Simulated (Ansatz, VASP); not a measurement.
Two plane-wave programs on Be16CO

Contents of INCAR:

```
SYSTEM = Be16CO
PREC = Accurate
ENCUT = 520
EDIFF = 1E-6
ISMEAR = 0
SIGMA = 0.1
LREAL = Auto
LASPH = .TRUE.
NELM = 80
ALGO = Normal
ISIF = 2
LWAVE = .FALSE.
LCHARG = .FALSE.
LDIPOL = .TRUE.
IDIPOL = 3
DIPOL = 0.5 0.5 0.310
GGA = PE
NBANDS = 36
```

The input KPOINTS:

```
Automatic mesh
0
G
  6 6 1
  0 0 0
```

The input POSCAR:

```
Be16CO
1.0
    4.5254381410      0.0000000000      0.0000000000
   -2.2627190705      3.9191443934      0.0000000000
    0.0000000000      0.0000000000     23.4761687145
Be C O
16 1 1
Direct
    0.3333333333      0.1666666667      0.1703855535
    0.3333333333      0.6666666667      0.1703855535
    0.8333333333      0.1666666667      0.1703855535
    0.8333333333      0.6666666667      0.1703855535
    0.1666666667      0.3333333333      0.2463521558
    0.1666666667      0.8333333333      0.2463521558
    0.6666666667      0.3333333333      0.2463521558
    0.6666666667      0.8333333333      0.2463521558
    0.3333333333      0.1666666667      0.3241941575
    0.3333333333      0.6666666667      0.3241941575
    0.8333333333      0.1666666667      0.3241941575
    0.8333333333      0.6666666667      0.3241941575
    0.1666666667      0.3333333333      0.4036505628
    0.1666666667      0.8333333333      0.4036505628
    0.6666666667      0.3333333333      0.4036505628
    0.6666666667      0.8333333333      0.4036505628
    0.1666666667      0.3333333333      0.4735086397
    0.1666666667      0.3333333333      0.5229204503
```

Input for Ansatz:

```yaml
crystal:
  lattice:
    - [4.525438141, 0.0, 0.0]
    - [-2.2627190705, 3.9191443934, 0.0]
    - [0.0, 0.0, 23.4761687145]
  atoms:
    - { symbol: Be, position: [0.3333333333, 0.1666666667, 0.1703855535] }
    - { symbol: Be, position: [0.3333333333, 0.6666666667, 0.1703855535] }
    - { symbol: Be, position: [0.8333333333, 0.1666666667, 0.1703855535] }
    - { symbol: Be, position: [0.8333333333, 0.6666666667, 0.1703855535] }
    - { symbol: Be, position: [0.1666666667, 0.3333333333, 0.2463521558] }
    - { symbol: Be, position: [0.1666666667, 0.8333333333, 0.2463521558] }
    - { symbol: Be, position: [0.6666666667, 0.3333333333, 0.2463521558] }
    - { symbol: Be, position: [0.6666666667, 0.8333333333, 0.2463521558] }
    - { symbol: Be, position: [0.3333333333, 0.1666666667, 0.3241941575] }
    - { symbol: Be, position: [0.3333333333, 0.6666666667, 0.3241941575] }
    - { symbol: Be, position: [0.8333333333, 0.1666666667, 0.3241941575] }
    - { symbol: Be, position: [0.8333333333, 0.6666666667, 0.3241941575] }
    - { symbol: Be, position: [0.1666666667, 0.3333333333, 0.4036505628] }
    - { symbol: Be, position: [0.1666666667, 0.8333333333, 0.4036505628] }
    - { symbol: Be, position: [0.6666666667, 0.3333333333, 0.4036505628] }
    - { symbol: Be, position: [0.6666666667, 0.8333333333, 0.4036505628] }
    - { symbol: C, position: [0.1666666667, 0.3333333333, 0.4735086397] }
    - { symbol: O, position: [0.1666666667, 0.3333333333, 0.5229204503] }
basis:
  ecutwfc: 420
kpoints:
  mp_grid: { grid: [6, 6, 1] }
hamiltonian:
  xc: pbe
scf:
  occupations: { method: gaussian, width: 0.1 }
output:
  forces: true
  eigenvalues: true
efield:
  axis: 3
  dipole_correction: true
  ramp_width: 0.04
```

Alike in both runs: task single point; functional PBE; k mesh 6 × 6 × 1; occupations gaussian, width 0.1 eV; no spin polarisation.

```csv
,VASP,Ansatz
version,VASP 6.6.1,Ansatz 0.2.0
potentials or method,"VASP PAW PBE potentials, release 64 (Be, C, O), cutoff 520 eV","scalar-relativistic, plane waves, PAW"
valence electrons in the cell,42,42
```

Ansatz gave:

```
gap on the k mesh at the Fermi level (eV) : none
rms of the force components (eV/Å)        : 0.156
```

Q: Which values does VASP return?

A: gap on the k mesh at the Fermi level (eV): none; rms of the force components (eV/Å): 0.166.

Atom by atom the forces differ by 0.152 eV/Å (rms over components). A gap of «none» marks a metal or a gap that the smearing closes. One of these differences is far larger than is usual between the two programs; its cause wasn't traced. The functional is the same, so the differences come from potentials, cutoffs and numerics.

Noted on VASP's run: the standard files for N, O and F lose accuracy on very short bonds.
